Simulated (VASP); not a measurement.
# Sb in VASP: notebook

The runs below take Sb through single point, with PBE.

All numbers are computed with VASP 6.6.1; they aren't measurements. Logs are shortened: lines on timing, memory, paths and dates and some standing lists are left out, and cuts for length are marked.

## 1. The cell of the first run

The typed cell holds 2 atoms: a = 3.110 Å, b = 4.396 Å, c = 4.395 Å, α = 90.00°, β = 90.12°, γ = 90.00°.

This isn't the form of Sb at room conditions, which is rhombohedral.

## 2. Single point, PBE

File INCAR:

```
PREC = Accurate
ENCUT = 520
EDIFF = 1E-6
ISMEAR = 0
SIGMA = 0.1
LREAL = F
LASPH = T
NELM = 80
ALGO = Normal
ISIF = 2
LWAVE = F
LCHARG = T
GGA = PE
LELF = T
LVHAR = T
NBANDS = 12
```

File KPOINTS:

```
Automatic mesh
0
Gamma
  14 10 10
```

File POSCAR:

```
Sb
1.0
    3.1104779668      0.0000000000      0.0000000000
    0.0000000000      4.3964238705      0.0000000000
   -0.0094962124      0.0000000000      4.3951268438
Sb
2
Direct
    0.0001822423      0.7500000000      0.7499297063
    0.9998177577      0.2500000000      0.2500702937
```

Potentials or basis: VASP PAW PBE potentials, release 64 (Sb).

The run is started by

```bash
$ cat potpaw_PBE.64/Sb/POTCAR > POTCAR
$ mpirun -np 1 vasp_std > vasp.out
```

OUTCAR:

```text
PREC = Accurate
   ENCUT = 520
   EDIFF = 1E-6
   ISMEAR = 0
   LREAL = F
   LASPH = T
   NELM = 80
   ISIF = 2
   GGA = PE

 ion  position               nearest neighbor table
   1  0.000  0.750  0.750-   2 3.11   2 3.11   2 3.11   2 3.11
   2  1.000  0.250  0.250-   1 3.11   1 3.11   1 3.11   1 3.11

  LATTYP: Found a simple monoclinic cell.
 ALAT       =     3.1104779668
 B/A-ratio  =     1.4134238909
 C/A-ratio  =     1.4130102028
 COS(beta)  =    -0.0021606180

  Lattice vectors:

 A1 = (   3.1104779668,   0.0000000000,   0.0000000000)
 A2 = (   0.0000000000,   4.3964238705,   0.0000000000)
 A3 = (  -0.0094962124,   0.0000000000,   4.3951268438)

Analysis of symmetry for initial positions (statically):
=====================================================================
 Subroutine PRICEL returns:
 Original cell was already a primitive cell.

 Routine SETGRP: Setting up the symmetry group for a
 simple monoclinic supercell.

 Subroutine GETGRP returns: Found  4 space group operations
 (whereof  2 operations were pure point group operations)
 out of a pool of  4 trial point group operations.

The static configuration has the point symmetry S_2 .
 The point group associated with its full space group is C_2h.

Analysis of symmetry for dynamics (positions and initial velocities):
=====================================================================
 Subroutine PRICEL returns:
 Original cell was already a primitive cell.

 Routine SETGRP: Setting up the symmetry group for a
 simple monoclinic supercell.

 Subroutine GETGRP returns: Found  4 space group operations
 (whereof  2 operations were pure point group operations)
 out of a pool of  4 trial point group operations.

The dynamic configuration has the point symmetry S_2 .
 The point group associated with its full space group is C_2h.

 Subroutine INISYM returns: Found  4 space group operations
 (whereof  2 operations are pure point group operations),
 and found     1 'primitive' translations

----------------------------------------------------------------------------------------

                                     Primitive cell

  volume of cell :      60.1033

  direct lattice vectors                    reciprocal lattice vectors
     3.110477967  0.000000000  0.000000000     0.321493999  0.000000000  0.000694627
     0.000000000  4.396423870  0.000000000     0.000000000  0.227457595  0.000000000
    -0.009496212  0.000000000  4.395126844     0.000000000  0.000000000  0.227524719

  length of vectors
     3.110477967  4.396423870  4.395137103     0.321494749  0.227457595  0.227524719

  position of ions in fractional coordinates (direct lattice)
     0.000182242  0.750000000  0.749929706
     0.999817758  0.250000000  0.250070294

  ion indices of the primitive-cell ions
   primitive index   ion index
                 1           1
                 2           2

----------------------------------------------------------------------------------------

 KPOINTS: Automatic mesh

Automatic generation of k-mesh.
 Grid dimensions read from file:
 generate k-points for:   14   10   10

 Generating k-lattice:

  Cartesian coordinates                     Fractional coordinates (reciprocal lattice)
     0.022963857  0.000000000  0.000049616     0.071428571  0.000000000 -0.000000000
     0.000000000  0.022745759  0.000000000     0.000000000  0.100000000  0.000000000
     0.000000000  0.000000000  0.022752472     0.000000000  0.000000000  0.100000000

  Length of vectors
     0.022963911  0.022745759  0.022752472

  Shift w.r.t. Gamma in fractional coordinates (k-lattice)
     0.000000000  0.000000000  0.000000000

 Subroutine IBZKPT returns following result:
 ===========================================

 Found    432 irreducible k-points:

 Following reciprocal coordinates:
            Coordinates               Weight
  0.000000  0.000000  0.000000      1.000000
  0.071429  0.000000 -0.000000      2.000000
  0.142857  0.000000 -0.000000      2.000000
  0.214286  0.000000  0.000000      2.000000
  0.285714  0.000000 -0.000000      2.000000
  0.357143  0.000000  0.000000      2.000000
[... 16 lines left out ...]
  0.428571  0.200000  0.000000      4.000000
  0.500000  0.200000 -0.000000      2.000000
 [... further k-points ...]
   k-points           NKPTS =    432   k-points in BZ     NKDIM =    432   number of bands    NBANDS=     12
   number of dos      NEDOS =    301   number of ions     NIONS =      2
   total plane-waves  NPLWV =  31104
   dimension x,y,z NGX =    24 NGY =   36 NGZ =   36
   dimension x,y,z NGXF=    48 NGYF=   72 NGZF=   72
   ions per type =               2
   NGX,Y,Z   is equivalent  to a cutoff of  12.83, 13.61, 13.62 a.u.
   NGXF,Y,Z  is equivalent  to a cutoff of  25.65, 27.23, 27.23 a.u.
 SYSTEM =  unknown system
   PREC   = accura    normal or accurate (medium, high low for compatibility)
   ISTART =      0    job   : 0-new  1-cont  2-samecut
   ICHARG =      2    charge: 1-file 2-atom 10-const
   ISPIN  =      1    spin polarized calculation?
   LNONCOLLINEAR =      F non collinear calculations
   LSORBIT =      F    spin-orbit coupling
   LASPH  =      T    aspherical Exc in radial PAW
   ENCUT  =  520.0 eV  38.22 Ry    6.18 a.u.   5.78  8.17  8.17*2*pi/ulx,y,z
   NELM   =     80;   NELMIN=  2; NELMDL= -5     # of ELM steps
   EDIFF  = 0.1E-05   stopping-criterion for ELM
   LREAL  =      F    real-space projection
   EDIFFG = 0.1E-04   stopping-criterion for IOM
   NSW    =      0    number of steps for IOM
   IBRION =     -1    ionic relax: 0-MD 1-quasi-New 2-CG
   NFREE  =      0    steps in history (QN), initial steepest desc. (CG)
   ISIF   =      2    stress and relaxation
   ISYM   =      2    0-nonsym 1-usesym 2-fastsym
   POTIM  = 0.5000    time-step for ionic-motion
   TEBEG  =    0.0;   TEEND  =   0.0 temperature during run
   PSTRESS=    0.0 pullay stress
   NELECT =      10.0000    total number of electrons
   NUPDOWN=      -1.0000    fix difference up-down
   EMIN   =  10.00;   EMAX   =-10.00  energy-range for DOS
   EFERMI =   0.00;   METHOD = LEGACY
   ISMEAR =     0;   SIGMA  =   0.10  broadening in eV -4-tet -1-fermi 0-gaus
   EFERMI_NEDOS =   21; number of points for ismear=-14 and -15
   IALGO  =     38    algorithm
   IMIX   =      4    mixing-type and parameters
     AMIX     =   0.40;   BMIX     =  1.00
     AMIX_MAG =   1.60;   BMIX_MAG =  1.00
  volume/ion in A,a.u.               =      30.05       202.80
  Fermi-wavevector in a.u.,A,eV,Ry     =   0.900414  1.701535 11.030855  0.810745
  Thomas-Fermi vector in A             =   2.023368
   LORBIT       =      0    0 simple, 1 ext, 2 COOP (PROOUT), +10 PAW based schemes
   GGA     = PE    functional components
   LHFCALC =     F    Hartree Fock is set to
   AEXX    =    0.0000 exact exchange contribution
   IVDW    =     0    specifies the selected vdW correction
   LEPSILON=     F    determine dielectric tensor
   LRPA    =     F    only Hartree local field effects (RPA)
 non-spin polarized calculation
 Gauss-broadening in eV      SIGMA  =   0.10
  energy-cutoff  :      520.00
  volume of cell :       60.10
 maximum number of plane-waves:      1660
   NGX = 11   NGY = 17   NGZ = 17

 number of electron      10.0000000 magnetization

 number of electron       9.9999998 magnetization

 Free energy of the ion-electron system (eV)
  ---------------------------------------------------
  ext. energy  EPLUGINS =         0.00000000
  ---------------------------------------------------
  free energy    TOTEN  =        -8.19125964 eV

  energy without entropy =       -8.18562286  energy(sigma->0) =       -8.18844125

 E-fermi :   7.0269     XC(G=0):  -9.5921

 val. band max:        7.0105263451   @ k =   0.3571   0.0000   0.1000
 cond. band min:       7.0371656804   @ k =   0.5000   0.0000   0.3000
 fundamental gap:      0.0266393353
 Fermi energy:         7.0268713869

 k-point     1 :       0.0000    0.0000    0.0000
  band No.  band energies     occupation
      1      -5.2868      2.00000
      2      -0.3478      2.00000
      3       3.5381      2.00000
      4       3.5415      2.00000
      5       9.2523      0.00000
      6      10.2785      0.00000
      7      10.2974      0.00000
      8      10.2975      0.00000
      9      13.9522      0.00000
     10      13.9570      0.00000
     11      14.2836      0.00000
     12      15.2617      0.00000

 k-point     2 :       0.0714    0.0000   -0.0000
  band No.  band energies     occupation
      1      -5.2135      2.00000
      2      -0.2716      2.00000
      3       3.6065      2.00000
      4       3.6099      2.00000
      5       9.3219      0.00000
      6       9.3455      0.00000
      7      10.3682      0.00000
      8      10.3696      0.00000
      9      13.5541      0.00000
     10      14.0153      0.00000
     11      14.5250      0.00000
     12      15.7860      0.00000

 k-point     3 :       0.1429    0.0000   -0.0000
  band No.  band energies     occupation
      1      -4.9958      2.00000
      2      -0.0435      2.00000
      3       3.8070      2.00000
      4       3.8104      2.00000
      5       7.6479      0.00000
      6       9.5299      0.00000
      7      10.5792      0.00000
      8      10.5805      0.00000
      9      12.0115      0.00000
     10      14.1894      0.00000
     11      14.9660      0.00000
     12      16.8982      0.00000
[... 286 lines left out ...]
 k-point    23 :       0.4286    0.2000    0.0000
  band No.  band energies     occupation
      1      -2.8349      2.00000
      2       1.0733      2.00000
      3       2.1916      2.00000
      4       5.3107      2.00000
      5       5.6626      2.00000
      6       6.2393      2.00000
      7      10.5982      0.00000
      8      11.0074      0.00000
      9      11.8487      0.00000
     10      12.4343      0.00000
     11      12.7486      0.00000
     12      15.7292      0.00000

 k-point    24 :       0.5000    0.2000   -0.0000
  band No.  band energies     occupation
      1      -2.6104      2.00000
      2       1.3483      2.00000
      3       1.7969      2.00000
      4       4.9229      2.00000
      5       5.8024      2.00000
      6       6.3427      2.00000
      7      10.7521      0.00000
      8      11.1998      0.00000
      9      11.6033      0.00000
     10      12.1575      0.00000
     11      12.9534      0.00000
     12      15.4498      0.00000

 [... further k-points ...]

------------------------ aborting loop because EDIFF is reached ----------------------------------------

  FORCE on cell =-STRESS in cart. coord.  units (eV):
  Direction    XX          YY          ZZ          XY          YZ          ZX
  --------------------------------------------------------------------------------------
  -------------------------------------------------------------------------------------
  Total       -0.0144140     -0.0117198     -0.0082754      0.0000000      0.0000000      0.0058571
  in kB       -0.3842355     -0.3124154     -0.2205967      0.0000000      0.0000000      0.1561332
  external PRESSURE =      -0.3057492 kB  Pullay stress =       0.0000000 kB

 VOLUME and BASIS-vectors are now :
 -----------------------------------------------------------------------------
  energy-cutoff  :      520.00
  volume of cell :       60.10
      direct lattice vectors                 reciprocal lattice vectors
     3.110477967  0.000000000  0.000000000     0.321493999  0.000000000  0.000694627
     0.000000000  4.396423870  0.000000000     0.000000000  0.227457595  0.000000000
    -0.009496212  0.000000000  4.395126844     0.000000000  0.000000000  0.227524719

 POSITION                                       TOTAL-FORCE (eV/Angst)
 -----------------------------------------------------------------------------------
     -0.00655      3.29732      3.29604        -0.000520      0.000000      0.000976
      3.10754      1.09911      1.09909         0.000520     -0.000000     -0.000976
 -----------------------------------------------------------------------------------
    total drift:                               -0.000000      0.000000      0.000000

  FREE ENERGIE OF THE ION-ELECTRON SYSTEM (eV)
  ---------------------------------------------------
  free  energy   TOTEN  =        -8.1912596405 eV

  energy  without entropy=       -8.1856228646  energy(sigma->0) =       -8.18844125
```

Wall time 3.5 min (1 thread of Intel Xeon 8259CL, shared host); peak memory 0.39 GiB.

Results:

- Free energy: -8.1913 eV
- Pressure: 0.0 GPa
- Band gap on the k mesh: zero (bands 5 and 6 overlap by 8.71 eV)

Caveat: spin-orbit coupling is left out, which moves the levels of the heavy elements.

## 3. Single point, PBE (uniaxial strain along a: +2.0 %)

File INCAR:

```
SYSTEM = Sb
PREC = Accurate
ENCUT = 520
EDIFF = 1E-6
ISMEAR = 0
SIGMA = 0.1
LREAL = .FALSE.
LASPH = .TRUE.
NELM = 100
ALGO = Normal
ISIF = 2
LWAVE = .FALSE.
LCHARG = .FALSE.
GGA = PE
NBANDS = 12
```

File KPOINTS:

```
regular mesh
0
G
  14 10 10
  0 0 0
```

File POSCAR:

```
Sb
1.0
    3.1726875261      0.0000000000      0.0000000000
    0.0000000000      4.3744417511      0.0000000000
   -0.0096861367      0.0000000000      4.3731512096
Sb
2
Direct
    0.0001822423      0.7500000000      0.7499297063
    0.9998177577      0.2500000000      0.2500702937
```

Potentials or basis: VASP PAW PBE potentials, release 64 (Sb).

The run is started by

```bash
$ cat potpaw_PBE.64/Sb/POTCAR > POTCAR
$ mpirun -np 1 vasp_std > vasp.out
```

OUTCAR:

```text
SYSTEM = Sb
   PREC = Accurate
   ENCUT = 520
   EDIFF = 1E-6
   ISMEAR = 0
   LREAL = .FALSE.
   LASPH = .TRUE.
   NELM = 100
   ISIF = 2
   GGA = PE

 ion  position               nearest neighbor table
   1  0.000  0.750  0.750-   2 3.09   2 3.09   2 3.09   2 3.09
   2  1.000  0.250  0.250-   1 3.09   1 3.09   1 3.09   1 3.09

  LATTYP: Found a simple monoclinic cell.
 ALAT       =     3.1726875261
 B/A-ratio  =     1.3787811485
 C/A-ratio  =     1.3783777635
 COS(beta)  =    -0.0022149046

  Lattice vectors:

 A1 = (   3.1726875261,   0.0000000000,   0.0000000000)
 A2 = (   0.0000000000,   4.3744417511,   0.0000000000)
 A3 = (  -0.0096861367,   0.0000000000,   4.3731512096)

Analysis of symmetry for initial positions (statically):
=====================================================================
 Subroutine PRICEL returns:
 Original cell was already a primitive cell.

 Routine SETGRP: Setting up the symmetry group for a
 simple monoclinic supercell.

 Subroutine GETGRP returns: Found  4 space group operations
 (whereof  2 operations were pure point group operations)
 out of a pool of  4 trial point group operations.

[... 179 lines left out ...]
      5       9.2049      0.00000
      6       9.6822      0.00000
      7      10.3767      0.00000
      8      10.3780      0.00000
      9      13.5849      0.00000
     10      13.7687      0.00000
     11      13.9841      0.00000
     12      15.1668      0.00000
[... 331 lines left out ...]
 k-point    24 :       0.5000    0.2000    0.0000
  band No.  band energies     occupation
      1      -2.8961      2.00000
      2       1.1366      2.00000
      3       1.7891      2.00000
      4       5.0297      2.00000
      5       5.5854      2.00000
      6       6.1470      2.00000
      7      10.6066      0.00000
      8      11.0639      0.00000
      9      11.5552      0.00000
     10      12.1207      0.00000
     11      12.7384      0.00000
     12      15.4914      0.00000

 [... further k-points ...]

------------------------ aborting loop because EDIFF is reached ----------------------------------------

  FORCE on cell =-STRESS in cart. coord.  units (eV):
  Direction    XX          YY          ZZ          XY          YZ          ZX
  --------------------------------------------------------------------------------------
  -------------------------------------------------------------------------------------
  Total       -0.9882044      0.2097797      0.2129694      0.0000000      0.0000000      0.0050424
  in kB      -26.0863280      5.5377026      5.6219032      0.0000000      0.0000000      0.1331080
  external PRESSURE =      -4.9755740 kB  Pullay stress =       0.0000000 kB

 VOLUME and BASIS-vectors are now :
 -----------------------------------------------------------------------------
  energy-cutoff  :      520.00
  volume of cell :       60.69
      direct lattice vectors                 reciprocal lattice vectors
     3.172687526  0.000000000  0.000000000     0.315190195  0.000000000  0.000698118
     0.000000000  4.374441751  0.000000000     0.000000000  0.228600598  0.000000000
    -0.009686137  0.000000000  4.373151210     0.000000000  0.000000000  0.228668059

 POSITION                                       TOTAL-FORCE (eV/Angst)
 -----------------------------------------------------------------------------------
     -0.00669      3.28083      3.27956        -0.000370      0.000000      0.000836
      3.16969      1.09361      1.09360         0.000370     -0.000000     -0.000836
 -----------------------------------------------------------------------------------
    total drift:                               -0.000000      0.000000      0.000000

  FREE ENERGIE OF THE ION-ELECTRON SYSTEM (eV)
  ---------------------------------------------------
  free  energy   TOTEN  =        -8.1800572858 eV

  energy  without entropy=       -8.1738170701  energy(sigma->0) =       -8.17693718
```

OSZICAR:

```text
N       E                     dE             d eps       ncg     rms          rms(c)
DAV:   1     0.310303022958E+02    0.31030E+02   -0.34416E+03 10368   0.648E+02
DAV:   2    -0.647075783999E+01   -0.37501E+02   -0.36214E+02 13916   0.102E+02
DAV:   3    -0.815630783324E+01   -0.16855E+01   -0.16689E+01 12764   0.241E+01
DAV:   4    -0.817061693145E+01   -0.14309E-01   -0.14285E-01 11808   0.268E+00
DAV:   5    -0.817079210804E+01   -0.17518E-03   -0.17517E-03 12508   0.320E-01    0.266E+00
DAV:   6    -0.817618876765E+01   -0.53967E-02   -0.15030E-03 11868   0.263E-01    0.158E+00
DAV:   7    -0.817990983141E+01   -0.37211E-02   -0.33326E-03 11484   0.388E-01    0.880E-02
DAV:   8    -0.818004925566E+01   -0.13942E-03   -0.14403E-04 12416   0.804E-02    0.122E-02
DAV:   9    -0.818005605579E+01   -0.68001E-05   -0.71558E-06 11936   0.161E-02    0.287E-03
DAV:  10    -0.818005726058E+01   -0.12048E-05   -0.12266E-06 11784   0.604E-03    0.472E-04
DAV:  11    -0.818005728577E+01   -0.25196E-07   -0.29975E-08  6256   0.111E-03
   1 F= -.81800573E+01 E0= -.81769372E+01  d E =-.624022E-02
```

stdout:

```text
POSCAR found type information on POSCAR Sb
 POSCAR found :  1 types and       2 ions
 scaLAPACK will be used
 LDA part: xc-table for (Slater+PW92), standard interpolation
 POSCAR, INCAR and KPOINTS ok, starting setup
 FFT: planning ... GRIDC
 FFT: planning ... GRID_SOFT
 FFT: planning ... GRID
 WAVECAR not read
 entering main loop
```

It took 4 min on 1 thread of Intel Xeon 8259CL, shared host; peak memory 0.39 GiB.

Results:

```
Free energy            : -8.1801 eV
Pressure               : -0.5 GPa
Band gap on the k mesh : zero (bands 5 and 6 overlap by 8.15 eV)
```

Levels at points of the mesh, in eV from the Fermi level:
```tsv
k point	band 1	band 2	band 3	band 4	band 5	band 6	band 7	band 8	band 9	band 10
(0.00, 0.00, 0.00)	-12.23	-7.14	-3.39	-3.39	2.31	2.79	3.48	3.49	6.69	6.88
(0.50, 0.00, 0.00)	-10.09	-5.38	-4.60	-1.68	-1.68	-1.30	4.75	4.96	4.96	5.27
(0.00, 0.50, 0.00)	-10.45	-10.45	-1.19	-1.19	-0.71	-0.71	4.47	4.47	8.02	8.02
(0.50, 0.50, 0.00)	-8.27	-8.27	-3.73	-3.73	0.59	0.59	1.48	1.48	5.75	5.75
(0.00, 0.00, 0.50)	-10.45	-10.45	-1.19	-1.19	-0.72	-0.72	4.47	4.47	8.03	8.03
(0.50, 0.00, 0.50)	-8.27	-8.26	-3.73	-3.73	0.58	0.59	1.48	1.48	5.74	5.75
(0.00, 0.50, 0.50)	-9.77	-9.77	-5.46	-5.46	4.82	4.82	5.53	5.53	8.95	8.95
(0.50, 0.50, 0.50)	-7.49	-7.49	-3.62	-3.62	-3.28	-3.28	2.26	2.26	7.34	7.34
```

Caveat: the cell differs from its parent crystal (uniaxial strain along a: +2.0 %); spin-orbit coupling is left out, which moves the levels of the heavy elements.

[end of part 1 of 3]
